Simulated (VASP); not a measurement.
# C (C2/m) in VASP: single point with PBEsol

Aim: the single point of C with PBEsol.

All numbers are computed with VASP 6.6.1; they aren't measurements. Logs are shortened: lines on timing, memory, paths and dates and some standing lists are left out, and cuts for length are marked.

**1. The cell of the first run**

It takes space group C2/m (No. 12, monoclinic). The conventional cell has a = 4.646 Å, b = 2.595 Å, c = 10.432 Å, α = 90.00°, β = 98.54°, γ = 90.00°. C (site symmetry m) has 4 C at 1.54 to 1.63 Å within 2.0 Å. C (site symmetry m) has 4 C at 1.54 to 1.63 Å within 2.0 Å. C (site symmetry m) has 4 C at 1.54 to 1.63 Å within 2.0 Å. Within 2.1 Å of C (site symmetry m) lie 4 C at 1.56 to 1.63 Å. Within 2.1 Å of C (site symmetry m) lie 4 C at 1.56 to 1.63 Å.

**2. Single point, PBEsol (normal strain along x +0.0350, normal strain along y +0.0700)**

INCAR

```
SYSTEM = C
  PREC = Accurate
  ENCUT = 520
  EDIFF = 1E-6
  ISMEAR = 0
  SIGMA = 0.05
  LREAL = .FALSE.
  LASPH = .TRUE.
  NELM = 100
  ALGO = Normal
  ISIF = 2
  LWAVE = .FALSE.
  LCHARG = .FALSE.
  GGA = PS
  NBANDS = 31
```

KPOINTS

```
Automatic mesh
0
G
  12 12 12
  0 0 0
```

POSCAR

```
C
1.0
    1.2972658436      0.7743045013     10.3162177860
   -1.2972658436      0.7743045013     10.3162177860
    0.0000000000     -1.5486090027     10.3162177860
C
10
Direct
    0.0248220069      0.0248220069      0.0248220069
    0.9751779931      0.9751779931      0.9751779931
    0.1086877374      0.1086877374      0.1086877374
    0.8913122626      0.8913122626      0.8913122626
    0.1583652898      0.1583652898      0.1583652898
    0.8416347102      0.8416347102      0.8416347102
    0.3748635523      0.3748635523      0.3748635523
    0.6251364477      0.6251364477      0.6251364477
    0.4253181912      0.4253181912      0.4253181912
    0.5746818088      0.5746818088      0.5746818088
```

Potentials or basis: VASP PAW PBE potentials, release 64 (C).

Launch:

```bash
> cat potpaw_PBE.64/C/POTCAR > POTCAR
> mpirun -np 1 vasp_std > vasp.out
```

OUTCAR:

```text
SYSTEM = C
   PREC = Accurate
   ENCUT = 520
   EDIFF = 1E-6
   ISMEAR = 0
   LREAL = .FALSE.
   LASPH = .TRUE.
   NELM = 100
   ISIF = 2
   GGA = PS

 ion  position               nearest neighbor table
   1  0.025  0.025  0.025-   2 1.54   7 1.60   7 1.60   7 1.63
   2  0.975  0.975  0.975-   1 1.54   8 1.60   8 1.60   8 1.63
   3  0.109  0.109  0.109-   5 1.54   9 1.60   9 1.60   9 1.63
   4  0.891  0.891  0.891-   6 1.54  10 1.60  10 1.60  10 1.63
   5  0.158  0.158  0.158-   3 1.54   6 1.60   6 1.60   6 1.63
   6  0.842  0.842  0.842-   4 1.54   5 1.60   5 1.60   5 1.63
   7  0.375  0.375  0.375-   9 1.56   1 1.60   1 1.60   1 1.63
   8  0.625  0.625  0.625-  10 1.56   2 1.60   2 1.60   2 1.63
   9  0.425  0.425  0.425-   7 1.56   3 1.60   3 1.60   3 1.63
  10  0.575  0.575  0.575-   8 1.56   4 1.60   4 1.60   4 1.63

  LATTYP: Found a base centered monoclinic cell.
 ALAT       =     4.6458270080
 B/A-ratio  =     0.5584649800
 C/A-ratio  =     2.2454138306
 COS(beta)  =    -0.1484507349

  Lattice vectors:

 A1 = (   1.2972658436,   2.3229135040,   0.0000000000)
 A2 = (  -1.2972658436,   2.3229135040,   0.0000000000)
 A3 = (   0.0000000000,  -1.5486090027,  10.3162177860)

Analysis of symmetry for initial positions (statically):
=====================================================================
 Subroutine PRICEL returns:
 Original cell was already a primitive cell.

 Routine SETGRP: Setting up the symmetry group for a
 base centered monoclinic supercell.

 Subroutine GETGRP returns: Found  4 space group operations
 (whereof  4 operations were pure point group operations)
 out of a pool of  4 trial point group operations.

The static configuration has the point symmetry C_2h.

Analysis of symmetry for dynamics (positions and initial velocities):
=====================================================================
 Subroutine PRICEL returns:
 Original cell was already a primitive cell.

 Routine SETGRP: Setting up the symmetry group for a
 base centered monoclinic supercell.

 Subroutine GETGRP returns: Found  4 space group operations
 (whereof  4 operations were pure point group operations)
 out of a pool of  4 trial point group operations.

The dynamic configuration has the point symmetry C_2h.

 Subroutine INISYM returns: Found  4 space group operations
 (whereof  4 operations are pure point group operations),
 and found     1 'primitive' translations

----------------------------------------------------------------------------------------

                                     Primitive cell

  volume of cell :      62.1745

  direct lattice vectors                    reciprocal lattice vectors
     1.297265844  0.774304501 10.316217786     0.385426012  0.215246930  0.032311584
    -1.297265844  0.774304501 10.316217786    -0.385426012  0.215246930  0.032311584
     0.000000000 -1.548609003 10.316217786     0.000000000 -0.430493860  0.032311584

  length of vectors
    10.426255106 10.426255106 10.431804218     0.442638102  0.442638102  0.431704762

  position of ions in fractional coordinates (direct lattice)
     0.024822007  0.024822007  0.024822007
     0.975177993  0.975177993  0.975177993
     0.108687737  0.108687737  0.108687737
     0.891312263  0.891312263  0.891312263
     0.158365290  0.158365290  0.158365290
     0.841634710  0.841634710  0.841634710
     0.374863552  0.374863552  0.374863552
     0.625136448  0.625136448  0.625136448
     0.425318191  0.425318191  0.425318191
     0.574681809  0.574681809  0.574681809

  ion indices of the primitive-cell ions
   primitive index   ion index
                 1           1
                 2           2
                 3           3
                 4           4
                 5           5
                 6           6
                 7           7
                 8           8
                 9           9
                10          10

----------------------------------------------------------------------------------------

 KPOINTS: Automatic mesh

Automatic generation of k-mesh.
 Grid dimensions read from file:
 generate k-points for:   12   12   12

 Generating k-lattice:

  Cartesian coordinates                     Fractional coordinates (reciprocal lattice)
     0.032118834  0.017937244  0.002692632     0.083333333 -0.000000000  0.000000000
    -0.032118834  0.017937244  0.002692632    -0.000000000  0.083333333  0.000000000
     0.000000000 -0.035874488  0.002692632     0.000000000  0.000000000  0.083333333

  Length of vectors
     0.036886509  0.036886509  0.035975397

  Shift w.r.t. Gamma in fractional coordinates (k-lattice)
     0.000000000  0.000000000  0.000000000

 Subroutine IBZKPT returns following result:
 ===========================================

 Found    476 irreducible k-points:

 Following reciprocal coordinates:
            Coordinates               Weight
  0.000000  0.000000  0.000000      1.000000
  0.083333 -0.000000 -0.000000      4.000000
  0.166667 -0.000000 -0.000000      4.000000
  0.250000 -0.000000 -0.000000      4.000000
  0.333333 -0.000000  0.000000      4.000000
  0.416667 -0.000000 -0.000000      4.000000
[... 16 lines left out ...]
  0.500000  0.166667 -0.000000      4.000000
 -0.416667  0.166667  0.000000      4.000000
 [... further k-points ...]
   k-points           NKPTS =    476   k-points in BZ     NKDIM =    476   number of bands    NBANDS=     31
   number of dos      NEDOS =    301   number of ions     NIONS =     10
   total plane-waves  NPLWV = 512000
   dimension x,y,z NGX =    80 NGY =   80 NGZ =   80
   dimension x,y,z NGXF=   160 NGYF=  160 NGZF=  160
   ions per type =              10
   NGX,Y,Z   is equivalent  to a cutoff of  12.76, 12.76, 12.75 a.u.
   NGXF,Y,Z  is equivalent  to a cutoff of  25.51, 25.51, 25.50 a.u.
 SYSTEM =  C
   PREC   = accura    normal or accurate (medium, high low for compatibility)
   ISTART =      0    job   : 0-new  1-cont  2-samecut
   ICHARG =      2    charge: 1-file 2-atom 10-const
   ISPIN  =      1    spin polarized calculation?
   LNONCOLLINEAR =      F non collinear calculations
   LSORBIT =      F    spin-orbit coupling
   LASPH  =      T    aspherical Exc in radial PAW
   ENCUT  =  520.0 eV  38.22 Ry    6.18 a.u.  19.39 19.39 19.40*2*pi/ulx,y,z
   NELM   =    100;   NELMIN=  2; NELMDL= -5     # of ELM steps
   EDIFF  = 0.1E-05   stopping-criterion for ELM
   LREAL  =      F    real-space projection
   EDIFFG = 0.1E-04   stopping-criterion for IOM
   NSW    =      0    number of steps for IOM
   IBRION =     -1    ionic relax: 0-MD 1-quasi-New 2-CG
   NFREE  =      0    steps in history (QN), initial steepest desc. (CG)
   ISIF   =      2    stress and relaxation
   ISYM   =      2    0-nonsym 1-usesym 2-fastsym
   POTIM  = 0.5000    time-step for ionic-motion
   TEBEG  =    0.0;   TEEND  =   0.0 temperature during run
   PSTRESS=    0.0 pullay stress
   NELECT =      40.0000    total number of electrons
   NUPDOWN=      -1.0000    fix difference up-down
   EMIN   =  10.00;   EMAX   =-10.00  energy-range for DOS
   EFERMI =   0.00;   METHOD = LEGACY
   ISMEAR =     0;   SIGMA  =   0.05  broadening in eV -4-tet -1-fermi 0-gaus
   EFERMI_NEDOS =   21; number of points for ismear=-14 and -15
   IALGO  =     38    algorithm
   IMIX   =      4    mixing-type and parameters
     AMIX     =   0.40;   BMIX     =  1.00
     AMIX_MAG =   1.60;   BMIX_MAG =  1.00
  volume/ion in A,a.u.               =       6.22        41.96
  Fermi-wavevector in a.u.,A,eV,Ry     =   1.413266  2.670686 27.175209  1.997321
  Thomas-Fermi vector in A             =   2.534930
   LORBIT       =      0    0 simple, 1 ext, 2 COOP (PROOUT), +10 PAW based schemes
   GGA     = PS    functional components
   LHFCALC =     F    Hartree Fock is set to
   AEXX    =    0.0000 exact exchange contribution
   IVDW    =     0    specifies the selected vdW correction
   LEPSILON=     F    determine dielectric tensor
   LRPA    =     F    only Hartree local field effects (RPA)
 non-spin polarized calculation
 Gauss-broadening in eV      SIGMA  =   0.05
  energy-cutoff  :      520.00
  volume of cell :       62.17
 maximum number of plane-waves:      1702
 NGX is ok and might be reduce to    80
   NGX = 39   NGY = 39   NGZ = 39

 number of electron      39.9999997 magnetization

 Free energy of the ion-electron system (eV)
  ---------------------------------------------------
  ext. energy  EPLUGINS =         0.00000000
  ---------------------------------------------------
  free energy    TOTEN  =       -95.03133405 eV

  energy without entropy =      -95.03133405  energy(sigma->0) =      -95.03133405

 E-fermi :   8.8741     XC(G=0): -12.9793

 val. band max:        8.6466577004   @ k =   0.0000   0.0000   0.0000
 cond. band min:      11.8580261493   @ k =   0.5000  -0.0000   0.5000
 fundamental gap:      3.2113684489
 Fermi energy:         8.8741113635

 k-point     1 :       0.0000    0.0000    0.0000
  band No.  band energies     occupation
      1     -11.9241      2.00000
      2     -10.8480      2.00000
      3     -10.7896      2.00000
      4      -7.6293      2.00000
      5      -7.6092      2.00000
      6      -2.0824      2.00000
[... 23 lines left out ...]
     30      15.2036      0.00000
     31      15.3620      0.00000

 k-point     2 :       0.0833   -0.0000   -0.0000
  band No.  band energies     occupation
      1     -11.7649      2.00000
      2     -10.7291      2.00000
      3     -10.5939      2.00000
      4      -7.5832      2.00000
      5      -7.3575      2.00000
      6      -2.1113      2.00000
[... 23 lines left out ...]
     30      15.7156      0.00000
     31      15.8310      0.00000

 k-point     3 :       0.1667   -0.0000   -0.0000
  band No.  band energies     occupation
      1     -11.2893      2.00000
      2     -10.3164      2.00000
      3     -10.0675      2.00000
      4      -7.2493      2.00000
      5      -6.8056      2.00000
      6      -1.9222      2.00000
[... 23 lines left out ...]
     30      16.6606      0.00000
     31      17.0939      0.00000

 k-point     4 :       0.2500   -0.0000   -0.0000
  band No.  band energies     occupation
      1     -10.5046      2.00000
      2      -9.6000      2.00000
      3      -9.2379      2.00000
      4      -6.6285      2.00000
      5      -5.9833      2.00000
      6      -1.6263      2.00000
[... 23 lines left out ...]
     30      17.5037      0.00000
     31      17.9896      0.00000

 k-point     5 :       0.3333   -0.0000    0.0000
  band No.  band energies     occupation
      1      -9.4279      2.00000
      2      -8.5964      2.00000
      3      -8.1335      2.00000
      4      -5.7572      2.00000
      5      -4.9673      2.00000
      6      -2.0827      2.00000
[... 23 lines left out ...]
     30      18.1683      0.00000
     31      18.4365      0.00000
[... 542 lines left out ...]
     30      18.0591      0.00000
     31      18.1352      0.00000

 k-point    22 :       0.4167    0.1667   -0.0000
  band No.  band energies     occupation
      1      -9.0341      2.00000
      2      -8.3895      2.00000
      3      -7.5784      2.00000
      4      -5.7527      2.00000
      5      -4.3478      2.00000
      6      -2.2073      2.00000
[... 23 lines left out ...]
     30      18.0547      0.00000
     31      18.3995      0.00000

 k-point    23 :       0.5000    0.1667   -0.0000
  band No.  band energies     occupation
      1      -7.7410      2.00000
      2      -7.1788      2.00000
      3      -6.3505      2.00000
      4      -4.8752      2.00000
      5      -4.0631      2.00000
      6      -3.0017      2.00000
[... 23 lines left out ...]
     30      18.2080      0.00000
     31      18.2667      0.00000

 k-point    24 :      -0.4167    0.1667    0.0000
  band No.  band energies     occupation
      1      -6.5519      2.00000
      2      -6.1973      2.00000
      3      -5.8239      2.00000
      4      -4.9515      2.00000
      5      -4.7387      2.00000
      6      -3.5654      2.00000
[... 23 lines left out ...]
     30      18.0672      0.00000
     31      18.3316      0.00000

 [... further k-points ...]

------------------------ aborting loop because EDIFF is reached ----------------------------------------

  FORCE on cell =-STRESS in cart. coord.  units (eV):
  Direction    XX          YY          ZZ          XY          YZ          ZX
  --------------------------------------------------------------------------------------
  -------------------------------------------------------------------------------------
  Total      -14.8495642    -25.7347427     -0.9954077      0.0000000      0.0349416      0.0000000
  in kB     -382.6588591   -663.1593425    -25.6506902      0.0000000      0.9004116      0.0000000
  external PRESSURE =    -357.1562973 kB  Pullay stress =       0.0000000 kB

 VOLUME and BASIS-vectors are now :
 -----------------------------------------------------------------------------
  energy-cutoff  :      520.00
  volume of cell :       62.17
      direct lattice vectors                 reciprocal lattice vectors
     1.297265844  0.774304501 10.316217786     0.385426012  0.215246930  0.032311584
    -1.297265844  0.774304501 10.316217786    -0.385426012  0.215246930  0.032311584
     0.000000000 -1.548609003 10.316217786     0.000000000 -0.430493860  0.032311584

 POSITION                                       TOTAL-FORCE (eV/Angst)
 -----------------------------------------------------------------------------------
      0.00000     -0.00000      0.76821         0.000000     -0.099699     -0.009974
      0.00000     -0.00000     30.18045         0.000000      0.099699      0.009974
      0.00000     -0.00000      3.36374         0.000000     -0.103057      0.013674
      0.00000     -0.00000     27.58491         0.000000      0.103057     -0.013674
      0.00000     -0.00000      4.90119         0.000000      0.096336      0.088550
      0.00000     -0.00000     26.04746         0.000000     -0.096336     -0.088550
      0.00000     -0.00000     11.60152         0.000000      0.065582     -0.122901
      0.00000     -0.00000     19.34713         0.000000     -0.065582      0.122901
      0.00000     -0.00000     13.16303         0.000000      0.065809      0.124857
      0.00000     -0.00000     17.78563         0.000000     -0.065809     -0.124857
 -----------------------------------------------------------------------------------
    total drift:                                0.000000      0.000000     -0.000000

  FREE ENERGIE OF THE ION-ELECTRON SYSTEM (eV)
  ---------------------------------------------------
  free  energy   TOTEN  =       -95.0313340525 eV

  energy  without entropy=      -95.0313340525  energy(sigma->0) =      -95.03133405
```

Run time: 85 min. Hardware: 1 thread of Intel Xeon 6975P-C (Granite Rapids), shared host; peak memory 1.3 GiB.

What came out:

| Property | Result |
| --- | --- |
| Free energy | -95.0313 eV |
| Pressure | -35.7 GPa |
| Largest force | 0.141 eV/Å |
| Band gap on the k mesh | 3.21 eV (least direct gap 4.05 eV) |

Forces on the atoms (eV/Å):
```
C    0.000 -0.100 -0.010
C    0.000  0.100  0.010
C    0.000 -0.103  0.014
C    0.000  0.103 -0.014
C    0.000  0.096  0.089
C    0.000 -0.096 -0.089
C    0.000  0.066 -0.123
C    0.000 -0.066  0.123
C    0.000  0.066  0.125
C    0.000 -0.066 -0.125
```

Stress tensor (GPa, compression positive):
```
-38.27   0.00   0.00
  0.00 -66.32   0.09
  0.00   0.09  -2.57
```

Caveat: the cell differs from its parent crystal (normal strain along x +0.0350, normal strain along y +0.0700); the stress differs along the axes, from -66 to -3 GPa; the PAW data sets were made with another functional, which shifts forces and pressure a little. A k mesh can miss the band edges.
